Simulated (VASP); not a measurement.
## GaN: single point with PBE+U

Crystal: GaN.

```xyz
2
Lattice="0.0000 2.2535 2.2535 2.2535 0.0000 2.2535 2.2535 2.2535 0.0000" Properties=species:S:1:pos:R:3 pbc="T T T"
Ga    0.0000    0.0000    0.0000
N     3.3803    3.3803    3.3803
```

```
Program             : VASP 6.6.1
Task                : single point
Functional          : PBE
Potentials or basis : VASP PAW PBE potentials, release 64 (Ga_d, N)
Cutoff              : 600 eV
k mesh              : 6 × 6 × 6
Occupations         : gaussian, width 0.1 eV
Spin                : no spin polarisation
Hubbard terms       : Ga d U = 4.1 eV
```

The pressure is -6.1 GPa. The band gap on the k mesh is 2.05 eV, direct.

Levels at points of the mesh, in eV from the valence-band top:
| k point | band 5 | band 6 | band 7 | band 8 | band 9 | band 10 | band 11 | band 12 | band 13 | band 14 |
| --- | --- | --- | --- | --- | --- | --- | --- | --- | --- | --- |
| (0.00, 0.00, 0.00) | -14.78 | -14.78 | 0.00 | 0.00 | 0.00 | 2.05 | 10.63 | 10.63 | 10.63 | 17.94 |
| (0.50, 0.00, 0.00) | -14.76 | -12.51 | -6.71 | -0.83 | -0.83 | 4.92 | 8.88 | 10.41 | 10.41 | 15.84 |
| (0.50, 0.50, 0.00) | -14.71 | -11.88 | -5.89 | -2.42 | -2.42 | 3.37 | 6.75 | 11.90 | 14.13 | 14.13 |

Eigenvalues of the final occupation matrices:
```tsv
site	spin	trace	eigenvalues
site 1 d	1	5.13	1.01 1.01 1.04 1.04 1.04
site 1 d	2	5.13	1.01 1.01 1.04 1.04 1.04
```

Wall time 7.2 s on 1 thread of AMD EPYC 9R45 96-Core Processor (Zen 5) (shared host), peak memory 0.13 GiB.
